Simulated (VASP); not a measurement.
# Cu (I4/mmm) in VASP: notebook, part 3 of 3

VASP 6.6.1.

## Step 5: Relaxation of cell and atoms, PBEsol, target pressure 30 GPa, at which the enthalpy is minimised

INCAR reads:

```
SYSTEM = Cu
PREC = Accurate ; ENCUT = 600
EDIFF = 1E-6 ; ISMEAR = 1
SIGMA = 0.1 ; LREAL = .FALSE.
LASPH = .TRUE. ; NELM = 100
ALGO = Normal ; ISIF = 3
LWAVE = .FALSE. ; LCHARG = .FALSE.
GGA = PS ; IBRION = 2
NSW = 80 ; EDIFFG = -0.01
PSTRESS = 300.0
```

KPOINTS reads:

```
regular mesh
0
G
  15 15 15
  0 0 0
```

POSCAR reads:

```
Cu
1.0
   -1.4427933200      1.4427933200      1.3760814500
    1.4427933200     -1.4427933200      1.3760814500
    1.4427933200      1.4427933200     -1.3760814500
Cu
1
Direct
    0.0000000000      0.0000000000      0.0000000000
```

Potentials or basis: VASP PAW PBE potentials, release 64 (Cu).

Command:

```bash
cat potpaw_PBE.64/Cu/POTCAR > POTCAR
mpirun -np 1 vasp_std > vasp.out
```

OUTCAR:

```text
SYSTEM = Cu
   PREC = Accurate
   ENCUT = 600
   EDIFF = 1E-6
   ISMEAR = 1
   LREAL = .FALSE.
   LASPH = .TRUE.
   NELM = 100
   ISIF = 3
   GGA = PS
   IBRION = 2
   NSW = 80
   EDIFFG = -0.01
   PSTRESS = 300.0

 ion  position               nearest neighbor table
   1  0.000  0.000  0.000-

  LATTYP: Found a body centered tetragonal cell.
 ALAT       =     2.8855866400
 C/A-ratio  =     0.9537620052

  Lattice vectors:

 A1 = (  -1.4427933200,   1.4427933200,   1.3760814500)
 A2 = (   1.4427933200,  -1.4427933200,   1.3760814500)
 A3 = (   1.4427933200,   1.4427933200,  -1.3760814500)

Analysis of symmetry for initial positions (statically):
=====================================================================
 Subroutine PRICEL returns:
[... 226 lines left out ...]
      9      42.3927      0.00000
[... 345 lines left out ...]
  energy  without entropy=       -4.1710000557  energy(sigma->0) =       -4.17114190

  enthalpy is  TOTEN    =        -2.2870106323 eV   P V=        1.8842021956

[... ionic steps 4 to 7 ...]

--------------------------------------- Ionic step        8  -------------------------------------------

 number of electron      10.9999995 magnetization

------------------------ aborting loop because EDIFF is reached ----------------------------------------
[... 69 lines left out ...]
--------------------------------------- Ionic step       10  -------------------------------------------

 number of electron      10.9999991 magnetization

 Free energy of the ion-electron system (eV)
  ---------------------------------------------------
  ext. energy  EPLUGINS =         0.00000000
  ---------------------------------------------------
  free energy    TOTEN  =        -4.15920650 eV

  energy without entropy =       -4.15930368  energy(sigma->0) =       -4.15923889

 E-fermi :   9.6630     XC(G=0): -13.9171

 val. band max:        9.6211585156   @ k =  -0.2667  -0.3333   0.2667
 cond. band min:       9.7124054872   @ k =  -0.3333   0.4667   0.0667
 fundamental gap:      0.0912469716
 Fermi energy:         9.6629920009

 k-point     1 :       0.0000    0.0000    0.0000
  band No.  band energies     occupation
      1      -1.0781      2.00000
      2       5.9609      2.00000
      3       5.9806      2.00000
      4       5.9806      2.00000
      5       7.2678      2.00000
      6       7.2877      2.00000
      7      36.2899      0.00000
      8      36.2899      0.00000
      9      36.3868      0.00000
[... 308 lines left out ...]
  energy  without entropy=       -4.1593036809  energy(sigma->0) =       -4.15923889

  enthalpy is  TOTEN    =        -2.2885576426 eV   P V=        1.8706488566

 reached required accuracy - stopping structural energy minimisation
```

OSZICAR:

```text
N       E                     dE             d eps       ncg     rms          rms(c)
DAV:   1     0.379086538283E+02    0.37909E+02   -0.62354E+03  5368   0.232E+03
DAV:   2    -0.488074889565E+01   -0.42789E+02   -0.40813E+02  5214   0.206E+02
DAV:   3    -0.535044418637E+01   -0.46970E+00   -0.46737E+00  5972   0.311E+01
[... 75 lines left out ...]
DAV:   2    -0.416782875287E+01    0.17436E-01   -0.12923E-02  7258   0.325E+00    0.668E-01
DAV:   3    -0.415967763851E+01    0.81511E-02   -0.11435E-02  7361   0.327E+00    0.167E-01
DAV:   4    -0.415920240731E+01    0.47523E-03   -0.24360E-03  6206   0.122E+00    0.255E-02
DAV:   5    -0.415920606919E+01   -0.36619E-05   -0.16461E-05  6434   0.130E-01    0.884E-03
DAV:   6    -0.415920649926E+01   -0.43008E-06   -0.10294E-06  3066   0.171E-02
  10 F= -.22885576E+01 E0= -.22885900E+01  d E =-.886851E-03
```

It took 3.8 min on 1 thread of Intel Xeon 8259CL, shared host; peak memory 0.17 GiB.

What came out:

```yaml
Free_energy: -4.1592 eV
Relaxed_volume: 9.99 Å³/atom
Relaxed_cell: a = 2.350 Å, b = 2.350 Å, c = 2.350 Å, α = 109.37°, β = 109.37°, γ = 109.68°
Space_group_after_relaxing_to_0.1_Å: Im-3m (No. 229)
Energy_change_on_relaxing_the_run_minimises_the_enthalpy: +115.2 meV/atom
Ionic_steps: 10
Pressure_after_relaxing: 29.9 GPa
Band_gap_on_the_k_mesh: zero (an odd number of electrons rules out a gap without spin polarisation)
```

Step by step:
| step | energy change (eV) | largest force (eV/Å) | pressure (GPa) | volume (Å³) |
| --- | --- | --- | --- | --- |
| 1 | 0.0000 | 0.0000 | -0.63 | 11.46 |
| 2 | 0.8854 | 0.0000 | 122.61 | 8.20 |
| 3 | 0.1032 | 0.0000 | 27.27 | 10.06 |
| 4 | 0.1157 | 0.0000 | 29.76 | 9.99 |
| 5 | 0.1210 | 0.0000 | 30.71 | 9.97 |
| 6 | 0.1102 | 0.0000 | 29.10 | 10.02 |
| 7 | 0.1116 | 0.0000 | 29.25 | 10.01 |
| 8 | 0.1117 | 0.0000 | 29.31 | 10.01 |
| 9 | 0.1123 | 0.0000 | 29.53 | 10.01 |
| 10 | 0.1152 | 0.0000 | 29.87 | 9.99 |

Final structure:
```
Cu
1.0
    -1.35854    1.35854    1.35325
     1.35854   -1.35854    1.35325
     1.35854    1.35854   -1.35325
Cu
1
Direct
  0.00000 0.00000 0.00000
```

Caveat: the cell is relaxed towards a set pressure, so the run minimises the enthalpy, not the energy; the PAW data sets were made with another functional, which shifts forces and pressure a little.

## Step 6: Relaxation of cell and atoms, PBEsol, target pressure 40 GPa, at which the enthalpy is minimised

INCAR reads:

```
ALGO = Normal ; EDIFF = 1E-6
EDIFFG = -0.01 ; ENCUT = 600
GGA = PS ; IBRION = 2
ISIF = 3 ; ISMEAR = 1
LASPH = T ; LCHARG = F
LREAL = F ; LWAVE = F
NELM = 60 ; NSW = 80
PREC = Accurate ; PSTRESS = 400.0
SIGMA = 0.1
```

KPOINTS reads:

```
k-points
0
Gamma
  15 15 15
```

POSCAR is that of step 5.

Potentials or basis: VASP PAW PBE potentials, release 64 (Cu).

Command:

```bash
cat potpaw_PBE.64/Cu/POTCAR > POTCAR
mpirun -np 1 vasp_std > vasp.out
```

It took 4.1 min on 1 thread of Intel Xeon 8259CL, shared host; peak memory 0.17 GiB.

It converged, with:

```yaml
Free_energy: -4.0921 eV
Relaxed_volume: 9.68 Å³/atom
Relaxed_cell: a = 2.326 Å, b = 2.326 Å, c = 2.326 Å, α = 109.60°, β = 109.60°, γ = 109.21°
Space_group_after_relaxing_to_0.1_Å: Im-3m (No. 229)
Energy_change_on_relaxing_the_run_minimises_the_enthalpy: +182.3 meV/atom
Ionic_steps: 10
Pressure_after_relaxing: 40.0 GPa
Band_gap_on_the_k_mesh: zero (an odd number of electrons rules out a gap without spin polarisation)
```

The path:
```
step  energy change (eV)  largest force (eV/Å)  pressure (GPa)  volume (Å³)
   1              0.0000                0.0000           -0.63        11.46
   2              1.8426                0.0000          222.74         7.28
   3              0.1505                0.0000           35.32         9.82
   4              0.1719                0.0000           38.23         9.73
   5              0.1853                0.0000           40.27         9.67
   6              0.1853                0.0000           40.47         9.67
   7              0.1862                0.0000           40.57         9.67
   8              0.1906                0.0000           41.21         9.65
   9              0.1704                0.0000           38.33         9.73
  10              0.1823                0.0000           40.04         9.68
```

Final structure:
```cif
data_structure
_symmetry_space_group_name_H-M 'P 1'
_symmetry_Int_Tables_number 1
_cell_length_a 2.3256
_cell_length_b 2.3256
_cell_length_c 2.3256
_cell_angle_alpha 109.602
_cell_angle_beta 109.602
_cell_angle_gamma 109.210
_cell_volume 9.68
loop_
_atom_site_label
_atom_site_type_symbol
_atom_site_fract_x
_atom_site_fract_y
_atom_site_fract_z
_atom_site_occupancy
Cu1 Cu 0.00000 0.00000 0.00000 1
```

Levels at points of the mesh, in eV from the Fermi level:
| k point | band 2 | band 3 | band 4 | band 5 | band 6 | band 7 | band 8 | band 9 |
| --- | --- | --- | --- | --- | --- | --- | --- | --- |
| (0.00, 0.00, 0.00) | -3.84 | -3.84 | -3.82 | -2.48 | -2.45 | 26.86 | 26.98 | 26.98 |

Caveat: the cell is relaxed towards a set pressure, so the run minimises the enthalpy, not the energy; the volume moved by over 15 % at a fixed basis, so the end points are rough; the PAW data sets were made with another functional, which shifts forces and pressure a little.

## Step 7: Overview

```csv
cell,gap on the mesh (eV),pressure (GPa)
relaxed,none,0.0
relaxed to 10 GPa,none,9.9
relaxed to 20 GPa,none,20.0
relaxed to 30 GPa,none,29.9
relaxed to 40 GPa,none,40.0
```

Alike in all rows: task relaxation of cell and atoms; level PBEsol; potentials or basis VASP PAW PBE potentials, release 64 (Cu); no spin polarisation; k mesh 15 × 15 × 15; cutoff (eV) 600; smearing methfessel-paxton 0.1 eV.

Caveats: the PAW data sets were made with another functional, which shifts forces and pressure a little; the cell is relaxed towards a set pressure, so the run minimises the enthalpy, not the energy (at least some runs); the volume moved by over 15 % at a fixed basis, so the end points are rough (at least some runs).

Absolute energies hang on the potentials; compare differences alone.

The gap in the log of VASP goes by the Fermi energy; the results here count the filled bands.